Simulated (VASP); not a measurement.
# TePt (P6_3/mmc) in VASP: notebook

Runs on TePt. Level: PBEsol. Tasks: single point.

Everything below comes from runs of VASP 6.6.1. Logs are shortened: lines on timing, memory, paths and dates and some standing lists are left out, and cuts for length are marked.

### 1 The cell of the first run

Symmetry: P6_3/mmc, No. 194, hexagonal system. The conventional cell has a = 4.128 Å, b = 4.128 Å, c = 5.452 Å, α = 90.00°, β = 90.00°, γ = 120.00°. Te (site symmetry -6m2) has 6 Pt at 2.75 Å within 3.6 Å. Pt (site symmetry -3m) has 2 Pt at 2.73 Å and 6 Te at 2.75 Å within 3.6 Å.

### 2 Single point, PBEsol (volume scaled by 0.94, then relaxed in part)

File INCAR:

```
PREC = Accurate ; ENCUT = 520
EDIFF = 1E-6 ; ISMEAR = 0
SIGMA = 0.1 ; LREAL = False
LASPH = True ; NELM = 80
ALGO = Normal ; ISIF = 2
LWAVE = False ; LCHARG = False
GGA = PS ; NBANDS = 24
```

File KPOINTS:

```
regular mesh
0
Gamma
  12 12 8
```

File POSCAR:

```
TePt
1.0
    4.1278361246      0.0000000000      0.0000000000
   -2.0639180623      3.5748109466      0.0000000000
    0.0000000000      0.0000000000      5.4524843409
Te Pt
2 2
Direct
    0.3333333333      0.6666666667      0.2500000000
    0.6666666667      0.3333333333      0.7500000000
    0.0000000000      0.0000000000      0.0000000000
    0.0000000000      0.0000000000      0.5000000000
```

Potentials or basis: VASP PAW PBE potentials, release 64 (Te, Pt).

Command:

```sh
cat potpaw_PBE.64/Te/POTCAR potpaw_PBE.64/Pt/POTCAR > POTCAR
mpirun -np 1 vasp_std > vasp.out
```

OUTCAR:

```text
PREC = Accurate
   ENCUT = 520
   EDIFF = 1E-6
   ISMEAR = 0
   LREAL = False
   LASPH = True
   NELM = 80
   ISIF = 2
   GGA = PS

 ion  position               nearest neighbor table
   1  0.333  0.667  0.250-   3 2.75   4 2.75   3 2.75   4 2.75   3 2.75   4 2.75   2 3.62   2 3.62
                             2 3.62   2 3.62   2 3.62   2 3.62
   2  0.667  0.333  0.750-   3 2.75   4 2.75   3 2.75   4 2.75   3 2.75   4 2.75   1 3.62   1 3.62
                             1 3.62   1 3.62   1 3.62   1 3.62
   3  0.000  0.000  0.000-   4 2.73   4 2.73   1 2.75   2 2.75   2 2.75   1 2.75   2 2.75   1 2.75

   4  0.000  0.000  0.500-   3 2.73   3 2.73   1 2.75   2 2.75   2 2.75   1 2.75   2 2.75   1 2.75

  LATTYP: Found a hexagonal cell.
 ALAT       =     4.1278361246
 C/A-ratio  =     1.3209062027

  Lattice vectors:

 A1 = (   4.1278361246,   0.0000000000,   0.0000000000)
 A2 = (  -2.0639180623,   3.5748109466,   0.0000000000)
 A3 = (   0.0000000000,   0.0000000000,   5.4524843409)

Analysis of symmetry for initial positions (statically):
=====================================================================
 Subroutine PRICEL returns:
 Original cell was already a primitive cell.

 Routine SETGRP: Setting up the symmetry group for a
 hexagonal supercell.

 Subroutine GETGRP returns: Found 24 space group operations
 (whereof 12 operations were pure point group operations)
 out of a pool of 24 trial point group operations.

The static configuration has the point symmetry D_3d.
 The point group associated with its full space group is D_6h.

Analysis of symmetry for dynamics (positions and initial velocities):
=====================================================================
 Subroutine PRICEL returns:
 Original cell was already a primitive cell.

 Routine SETGRP: Setting up the symmetry group for a
 hexagonal supercell.

 Subroutine GETGRP returns: Found 24 space group operations
 (whereof 12 operations were pure point group operations)
 out of a pool of 24 trial point group operations.

The dynamic configuration has the point symmetry D_3d.
 The point group associated with its full space group is D_6h.

 Subroutine INISYM returns: Found 24 space group operations
 (whereof 12 operations are pure point group operations),
 and found     1 'primitive' translations

----------------------------------------------------------------------------------------

                                     Primitive cell

  volume of cell :      80.4581

  direct lattice vectors                    reciprocal lattice vectors
     4.127836125  0.000000000  0.000000000     0.242257679  0.139867536  0.000000000
    -2.063918062  3.574810947  0.000000000     0.000000000  0.279735073  0.000000000
     0.000000000  0.000000000  5.452484341     0.000000000  0.000000000  0.183402636

  length of vectors
     4.127836125  4.127836125  5.452484341     0.279735073  0.279735073  0.183402636

  position of ions in fractional coordinates (direct lattice)
     0.333333333  0.666666667  0.250000000
     0.666666667  0.333333333  0.750000000
     0.000000000  0.000000000  0.000000000
     0.000000000  0.000000000  0.500000000

  ion indices of the primitive-cell ions
   primitive index   ion index
                 1           1
                 2           2
                 3           3
                 4           4

----------------------------------------------------------------------------------------

 KPOINTS: regular mesh

Automatic generation of k-mesh.
 Grid dimensions read from file:
 generate k-points for:   12   12    8

 Generating k-lattice:

  Cartesian coordinates                     Fractional coordinates (reciprocal lattice)
     0.020188140  0.011655628  0.000000000     0.083333333  0.000000000  0.000000000
     0.000000000  0.023311256  0.000000000     0.000000000  0.083333333  0.000000000
     0.000000000  0.000000000  0.022925329     0.000000000  0.000000000  0.125000000

  Length of vectors
     0.023311256  0.023311256  0.022925329

  Shift w.r.t. Gamma in fractional coordinates (k-lattice)
     0.000000000  0.000000000  0.000000000

 Subroutine IBZKPT returns following result:
 ===========================================

 Found     95 irreducible k-points:

 Following reciprocal coordinates:
            Coordinates               Weight
  0.000000  0.000000  0.000000      1.000000
  0.083333 -0.000000  0.000000      6.000000
  0.166667  0.000000  0.000000      6.000000
  0.250000  0.000000  0.000000      6.000000
  0.333333  0.000000  0.000000      6.000000
  0.416667  0.000000  0.000000      6.000000
[... 16 lines left out ...]
  0.250000  0.000000  0.125000     12.000000
  0.333333  0.000000  0.125000     12.000000
 [... further k-points ...]
   k-points           NKPTS =     95   k-points in BZ     NKDIM =     95   number of bands    NBANDS=     24
   number of dos      NEDOS =    301   number of ions     NIONS =      4
   total plane-waves  NPLWV =  43008
   dimension x,y,z NGX =    32 NGY =   32 NGZ =   42
   dimension x,y,z NGXF=    64 NGYF=   64 NGZF=   84
   ions per type =               2   2
   NGX,Y,Z   is equivalent  to a cutoff of  12.89, 12.89, 12.81 a.u.
   NGXF,Y,Z  is equivalent  to a cutoff of  25.78, 25.78, 25.61 a.u.
 SYSTEM =  unknown system
   PREC   = accura    normal or accurate (medium, high low for compatibility)
   ISTART =      0    job   : 0-new  1-cont  2-samecut
   ICHARG =      2    charge: 1-file 2-atom 10-const
   ISPIN  =      1    spin polarized calculation?
   LNONCOLLINEAR =      F non collinear calculations
   LSORBIT =      F    spin-orbit coupling
   LASPH  =      T    aspherical Exc in radial PAW
   ENCUT  =  520.0 eV  38.22 Ry    6.18 a.u.   7.68  7.68 10.14*2*pi/ulx,y,z
   NELM   =     80;   NELMIN=  2; NELMDL= -5     # of ELM steps
   EDIFF  = 0.1E-05   stopping-criterion for ELM
   LREAL  =      F    real-space projection
   EDIFFG = 0.1E-04   stopping-criterion for IOM
   NSW    =      0    number of steps for IOM
   IBRION =     -1    ionic relax: 0-MD 1-quasi-New 2-CG
   NFREE  =      0    steps in history (QN), initial steepest desc. (CG)
   ISIF   =      2    stress and relaxation
   ISYM   =      2    0-nonsym 1-usesym 2-fastsym
   POTIM  = 0.5000    time-step for ionic-motion
   TEBEG  =    0.0;   TEEND  =   0.0 temperature during run
   PSTRESS=    0.0 pullay stress
   NELECT =      32.0000    total number of electrons
   NUPDOWN=      -1.0000    fix difference up-down
   EMIN   =  10.00;   EMAX   =-10.00  energy-range for DOS
   EFERMI =   0.00;   METHOD = LEGACY
   ISMEAR =     0;   SIGMA  =   0.10  broadening in eV -4-tet -1-fermi 0-gaus
   EFERMI_NEDOS =   21; number of points for ismear=-14 and -15
   IALGO  =     38    algorithm
   IMIX   =      4    mixing-type and parameters
     AMIX     =   0.40;   BMIX     =  1.00
     AMIX_MAG =   1.60;   BMIX_MAG =  1.00
  volume/ion in A,a.u.               =      20.11       135.74
  Fermi-wavevector in a.u.,A,eV,Ry     =   1.203931  2.275099 19.720954  1.449449
  Thomas-Fermi vector in A             =   2.339670
   LORBIT       =      0    0 simple, 1 ext, 2 COOP (PROOUT), +10 PAW based schemes
   GGA     = PS    functional components
   LHFCALC =     F    Hartree Fock is set to
   AEXX    =    0.0000 exact exchange contribution
   IVDW    =     0    specifies the selected vdW correction
   LEPSILON=     F    determine dielectric tensor
   LRPA    =     F    only Hartree local field effects (RPA)
 non-spin polarized calculation
 Gauss-broadening in eV      SIGMA  =   0.10
  energy-cutoff  :      520.00
  volume of cell :       80.46
 maximum number of plane-waves:      2211
 NGX is ok and might be reduce to    32
   NGX = 15   NGY = 15   NGZ = 21

 number of electron      31.9999998 magnetization

 Free energy of the ion-electron system (eV)
  ---------------------------------------------------
  ext. energy  EPLUGINS =         0.00000000
  ---------------------------------------------------
  free energy    TOTEN  =       -21.69771455 eV

  energy without entropy =      -21.68592983  energy(sigma->0) =      -21.69182219

 E-fermi :  10.5637     XC(G=0): -11.6850

 val. band max:       10.5596865429   @ k =   0.1667   0.0000   0.3750
 cond. band min:      10.5698851013   @ k =   0.1667   0.0833   0.0000
 fundamental gap:      0.0101985584
 Fermi energy:        10.5636518751

 k-point     1 :       0.0000    0.0000    0.0000
  band No.  band energies     occupation
      1      -4.1183      2.00000
      2      -1.0096      2.00000
      3       2.7150      2.00000
      4       3.8799      2.00000
      5       3.8799      2.00000
      6       4.4985      2.00000
[... 16 lines left out ...]
     23      18.0953      0.00000
     24      18.0953      0.00000

 k-point     2 :       0.0833   -0.0000    0.0000
  band No.  band energies     occupation
      1      -4.0424      2.00000
      2      -1.0614      2.00000
      3       2.8144      2.00000
      4       3.9070      2.00000
      5       3.9862      2.00000
      6       4.4610      2.00000
[... 16 lines left out ...]
     23      17.0395      0.00000
     24      17.6909      0.00000

 k-point     3 :       0.1667    0.0000    0.0000
  band No.  band energies     occupation
      1      -3.8196      2.00000
      2      -1.1988      2.00000
      3       3.1070      2.00000
      4       3.9768      2.00000
      5       4.2552      2.00000
      6       4.3167      2.00000
[... 16 lines left out ...]
     23      16.3635      0.00000
     24      16.9048      0.00000
[... 514 lines left out ...]
 k-point    23 :       0.2500    0.0000    0.1250
  band No.  band energies     occupation
      1      -3.4051      2.00000
      2      -1.4890      2.00000
      3       3.4514      2.00000
      4       3.9044      2.00000
      5       4.1176      2.00000
      6       4.9511      2.00000
[... 16 lines left out ...]
     23      17.1244      0.00000
     24      17.5399      0.00000

 k-point    24 :       0.3333    0.0000    0.1250
  band No.  band energies     occupation
      1      -2.9714      2.00000
      2      -1.6455      2.00000
      3       3.0971      2.00000
      4       3.9099      2.00000
      5       4.1628      2.00000
      6       4.9297      2.00000
[... 16 lines left out ...]
     23      17.0789      0.00000
     24      18.6522      0.00000

 [... further k-points ...]
[... 5 lines left out ...]
  --------------------------------------------------------------------------------------
  -------------------------------------------------------------------------------------
  Total        4.9151203      4.9151203      4.9087447      0.0000000      0.0000000      0.0000000
  in kB       97.8756770     97.8756770     97.7487183      0.0000000      0.0000000      0.0000000
  external PRESSURE =      97.8333574 kB  Pullay stress =       0.0000000 kB

 VOLUME and BASIS-vectors are now :
 -----------------------------------------------------------------------------
  energy-cutoff  :      520.00
  volume of cell :       80.46
      direct lattice vectors                 reciprocal lattice vectors
     4.127836125  0.000000000  0.000000000     0.242257679  0.139867536  0.000000000
    -2.063918062  3.574810947  0.000000000     0.000000000  0.279735073  0.000000000
     0.000000000  0.000000000  5.452484341     0.000000000  0.000000000  0.183402636

 POSITION                                       TOTAL-FORCE (eV/Angst)
 -----------------------------------------------------------------------------------
     -0.00000      2.38321      1.36312        -0.000000     -0.000000      0.000000
      2.06392      1.19160      4.08936         0.000000      0.000000      0.000000
      0.00000      0.00000      0.00000        -0.000000      0.000000      0.000000
      0.00000      0.00000      2.72624        -0.000000      0.000000      0.000000
 -----------------------------------------------------------------------------------
    total drift:                               -0.000000      0.000000     -0.000000

  FREE ENERGIE OF THE ION-ELECTRON SYSTEM (eV)
  ---------------------------------------------------
  free  energy   TOTEN  =       -21.6977145466 eV

  energy  without entropy=      -21.6859298253  energy(sigma->0) =      -21.69182219
```

It took 82 s on 1 thread of AMD EPYC 9R45 (Zen 5), shared host; peak memory 0.29 GiB.

What came out:

```yaml
Free_energy: -21.6977 eV
Pressure: 9.8 GPa
Band_gap_on_the_k_mesh: zero (band 16 reaches 11.63 eV, above the bottom of band 17 at 10.17 eV)
```

Levels at points of the mesh, in eV from the Fermi level:
| k point | band 14 | band 15 | band 16 | band 17 | band 18 | band 19 |
| --- | --- | --- | --- | --- | --- | --- |
| (0.00, 0.00, 0.00) | -1.77 | 0.23 | 0.66 | 1.48 | 2.07 | 2.42 |
| (0.50, 0.00, 0.00) | -2.32 | -2.12 | -1.56 | 1.49 | 2.77 | 3.38 |
| (0.00, 0.00, 0.50) | -2.68 | 1.06 | 1.06 | 1.06 | 1.06 | 4.28 |
| (0.50, 0.00, 0.50) | -3.26 | -0.54 | -0.54 | 0.55 | 0.55 | 2.64 |

Caveat: the PAW data sets were made with another functional, which shifts forces and pressure a little; spin-orbit coupling is left out, which moves the levels of the heavy elements.

[end of part 1 of 2]
